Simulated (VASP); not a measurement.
# BeTe (F-43m) in VASP: further runs, part 2 of 2

VASP 6.6.1.

## 3. Single point, RPBE+D4 (20.62 Å³/atom)

This run uses another cell than the first one, of 20.62 Å³/atom.

Input file INCAR:

```
SYSTEM = BeTe
ALGO     = Normal         ! electronic algorithm
EDIFF    = 1E-6           ! SCF threshold, eV
ENCUT    = 600            ! plane-wave cutoff, eV
GGA      = RP             ! functional
GGA_COMPAT= .False.      
ISIF     = 2              ! what is computed and relaxed
ISMEAR   = 0              ! smearing method
IVDW     = 13             ! dispersion correction
LASPH    = .True.         ! aspherical terms in the spheres
LCHARG   = .False.        ! write CHGCAR
LREAL    = .False.        ! projectors in reciprocal space
LWAVE    = .False.        ! write WAVECAR
NBANDS   = 11             ! bands
NELM     = 120            ! most SCF steps
PREC     = Accurate       ! precision mode
SIGMA    = 0.05           ! smearing width, eV
```

Input file KPOINTS:

```
k-points
0
Gamma
  8 8 8
  0 0 0
```

Input file POSCAR:

```
BeTe
1.0
    0.0000000000      2.7422511956      2.7422511956
    2.7422511956      0.0000000000      2.7422511956
    2.7422511956      2.7422511956      0.0000000000
Be Te
1 1
Direct
    0.0000000000      0.0000000000      0.0000000000
    0.7500000000      0.7500000000      0.7500000000
```

Potentials or basis: VASP PAW PBE potentials, release 64 (Be, Te).

On the command line:

```bash
cat potpaw_PBE.64/Be/POTCAR potpaw_PBE.64/Te/POTCAR > POTCAR
mpirun -np 1 vasp_std > vasp.out
```

OUTCAR:

```text
SYSTEM = BeTe
   EDIFF = 1E-6
   ENCUT = 600
   GGA = RP
   ISIF = 2
   ISMEAR = 0
   IVDW = 13
   LASPH = .True.
   LREAL = .False.
   NELM = 120
   PREC = Accurate

 ion  position               nearest neighbor table
   1  0.000  0.000  0.000-   2 2.37   2 2.37   2 2.37   2 2.37
   2  0.750  0.750  0.750-   1 2.37   1 2.37   1 2.37   1 2.37

  LATTYP: Found a face centered cubic cell.
 ALAT       =     5.4845023912

  Lattice vectors:

 A1 = (   0.0000000000,   2.7422511956,   2.7422511956)
 A2 = (   2.7422511956,   0.0000000000,   2.7422511956)
 A3 = (   2.7422511956,   2.7422511956,   0.0000000000)

Analysis of symmetry for initial positions (statically):
=====================================================================
 Subroutine PRICEL returns:
 Original cell was already a primitive cell.

 Routine SETGRP: Setting up the symmetry group for a
 face centered cubic supercell.

 Subroutine GETGRP returns: Found 24 space group operations
 (whereof 24 operations were pure point group operations)
 out of a pool of 48 trial point group operations.

The static configuration has the point symmetry T_d .

[... 172 lines left out ...]
      4       6.1153      2.00000
      5       9.6680      0.00000
      6       9.6680      0.00000
      7       9.6680      0.00000
      8      10.6274      0.00000
      9      14.6637      0.00000
     10      16.4842      0.00000
     11      16.4842      0.00000
[... 309 lines left out ...]
 k-point    24 :      -0.3750    0.2500    0.1250
  band No.  band energies     occupation
      1      -4.8813      2.00000
      2       0.5166      2.00000
      3       2.9286      2.00000
      4       3.9715      2.00000
      5      10.3311      0.00000
      6      10.6287      0.00000
      7      13.0626      0.00000
      8      14.1743      0.00000
      9      14.8335      0.00000
     10      17.9465      0.00000
     11      18.4061      0.00000

 [... further k-points ...]

------------------------ aborting loop because EDIFF is reached ----------------------------------------

  DFT-D4 for vdW energy calculation

  Edisp (eV):   -1.33647

  FORCE on cell =-STRESS in cart. coord.  units (eV):
  Direction    XX          YY          ZZ          XY          YZ          ZX
  --------------------------------------------------------------------------------------
  -------------------------------------------------------------------------------------
  Total       0.76626     0.76626     0.76626     0.00000     0.00000     0.00000
  in kB      29.76705    29.76705    29.76705     0.00000     0.00000     0.00000
  external pressure =       29.77 kB  Pullay stress =        0.00 kB

 VOLUME and BASIS-vectors are now :
 -----------------------------------------------------------------------------
  energy-cutoff  :      600.00
  volume of cell :       41.24
      direct lattice vectors                 reciprocal lattice vectors
     0.000000000  2.742251196  2.742251196    -0.182331947  0.182331947  0.182331947
     2.742251196  0.000000000  2.742251196     0.182331947 -0.182331947  0.182331947
     2.742251196  2.742251196  0.000000000     0.182331947  0.182331947 -0.182331947

 POSITION                                       TOTAL-FORCE (eV/Angst)
 -----------------------------------------------------------------------------------
      0.00000      0.00000      0.00000        -0.000000      0.000000     -0.000000
      4.11338      4.11338      4.11338         0.000000     -0.000000      0.000000
 -----------------------------------------------------------------------------------
    total drift:                               -0.000000     -0.000000     -0.000000

  FREE ENERGIE OF THE ION-ELECTRON SYSTEM (eV)
  ---------------------------------------------------
  free  energy   TOTEN  =        -8.2492877508 eV

  energy  without entropy=       -8.2492877508  energy(sigma->0) =       -8.24928775
```

Run time: 13 s. Hardware: 1 thread of AMD EPYC 7R13, shared host; peak memory 0.18 GiB.

Results:

| Item | Value |
| --- | --- |
| Free energy | -8.2493 eV |
| Pressure | 3.0 GPa |
| Band gap on the k mesh | 1.85 eV (least direct gap 3.55 eV) |
| Dispersion energy per atom | -0.668 eV |

Levels at points of the mesh, in eV from the valence-band top:
```
           k point  band 1  band 2  band 3  band 4  band 5  band 6  band 7  band 8
(0.00, 0.00, 0.00)  -12.83    0.00    0.00    0.00    3.55    3.55    3.55    4.51
(0.50, 0.00, 0.00)  -11.28   -6.06   -1.27   -1.27    3.33    4.57    4.57    7.90
(0.50, 0.50, 0.00)  -10.70   -5.56   -2.95   -2.95    1.85    2.58   10.27   10.27
```

Caveat: the PAW data sets were made with another functional, which shifts forces and pressure a little; spin-orbit coupling is left out, which moves the levels of the heavy elements.

## 4. Single point, PBE

This run uses another cell than the first one, of 21.25 Å³/atom.

Input file INCAR:

```
ALGO = Normal
EDIFF = 1E-6
ENCUT = 600
GGA = PE
GGA_COMPAT = F
ISIF = 2
ISMEAR = 0
LASPH = T
LCHARG = F
LREAL = F
LWAVE = F
NBANDS = 11
NELM = 120
PREC = Accurate
SIGMA = 0.05
```

Input file KPOINTS:

```
k-points
0
Gamma
  8 8 8
```

Input file POSCAR:

```
BeTe
1.0
    0.0000000000      2.7700007385      2.7700007385
    2.7700007385      0.0000000000      2.7700007385
    2.7700007385      2.7700007385      0.0000000000
Be Te
1 1
Direct
    0.0000000000      0.0000000000      0.0000000000
    0.7500000000      0.7500000000      0.7500000000
```

On the command line:

```bash
cat potpaw_PBE.64/Be/POTCAR potpaw_PBE.64/Te/POTCAR > POTCAR
mpirun -np 1 vasp_std > vasp.out
```

It took 14 s on 1 thread of AMD EPYC 7R13, shared host; peak memory 0.18 GiB.

Results (log left out):

- Free energy: -7.5848 eV
- Pressure: 4.5 GPa
- Band gap on the k mesh: 1.85 eV (least direct gap 3.56 eV)

Levels at points of the mesh, in eV from the valence-band top:
| k point | band 1 | band 2 | band 3 | band 4 | band 5 | band 6 | band 7 | band 8 |
| --- | --- | --- | --- | --- | --- | --- | --- | --- |
| (0.00, 0.00, 0.00) | -12.63 | 0.00 | 0.00 | 0.00 | 3.56 | 3.56 | 3.56 | 4.19 |
| (0.50, 0.00, 0.00) | -11.16 | -5.87 | -1.22 | -1.22 | 3.21 | 4.56 | 4.56 | 7.79 |
| (0.50, 0.50, 0.00) | -10.62 | -5.39 | -2.84 | -2.84 | 1.85 | 2.59 | 10.02 | 10.02 |

Caveat: the cell stands under pressure; spin-orbit coupling is left out, which moves the levels of the heavy elements.

## 5. The runs side by side

```csv
level,cell,gap on the mesh (eV),pressure (GPa)
revPBE+D4,"a = 3.890 Å, angles 60.0°, 2 atoms",1.85,2.9
RPBE+D4,"a = 3.878 Å, angles 60.0°, 2 atoms",1.85,3.0
PBE,"a = 3.917 Å, angles 60.0°, 2 atoms",1.85,4.5
```

Alike in all rows: task single point; potentials or basis VASP PAW PBE potentials, release 64 (Be, Te); no spin polarisation; k mesh 8 × 8 × 8; cutoff (eV) 600; smearing gaussian 0.05 eV.

Caveats: spin-orbit coupling is left out, which moves the levels of the heavy elements; the PAW data sets were made with another functional, which shifts forces and pressure a little (at least some runs); the cell stands under pressure (at least some runs).

Total energies depend on the potentials used, so only differences within one code and one set of settings carry meaning.
